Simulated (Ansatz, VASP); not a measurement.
BAs: VASP beside Ansatz

```
CELL_PARAMETERS angstrom
-1.70369 1.70369 5.93276
1.70369 -1.70369 5.93276
1.70369 1.70369 -5.93276
ATOMIC_POSITIONS crystal
B 0.83473 0.83473 0.00000
B 0.58473 0.08473 0.50000
As 0.66527 0.66527 0.00000
As 0.41527 0.91527 0.50000
```

Alike in both runs: functional PBE; k mesh 8 × 8 × 8; occupations gaussian, width 0.1 eV; no spin polarisation.

Ansatz relaxed the structure, and its values are those at the end. VASP's run is a single point on that final structure, the one shown.

|  | VASP | Ansatz |
| --- | --- | --- |
| version | VASP 6.6.1 | Ansatz 0.2.0 |
| potentials or method | VASP PAW PBE potentials, release 64 (B, As), cutoff 520 eV | scalar-relativistic, plane waves, PAW |
| valence electrons in the cell | 16 | 36 |

Ansatz gave:

* gap on the k mesh at the Fermi level (eV): none
* pressure (GPa): 0.1
* rms of the force components (eV/Å): 0.020

**Question.** What did VASP give for the same quantities?

**Answer.** gap on the k mesh at the Fermi level (eV): none; pressure (GPa): 0.6; rms of the force components (eV/Å): 0.027.

A gap of «none» marks a metal or a gap that the smearing closes. VASP's potentials hold 16 valence electrons a cell and Ansatz's 36, so a difference there can come from the potentials and not from the codes.
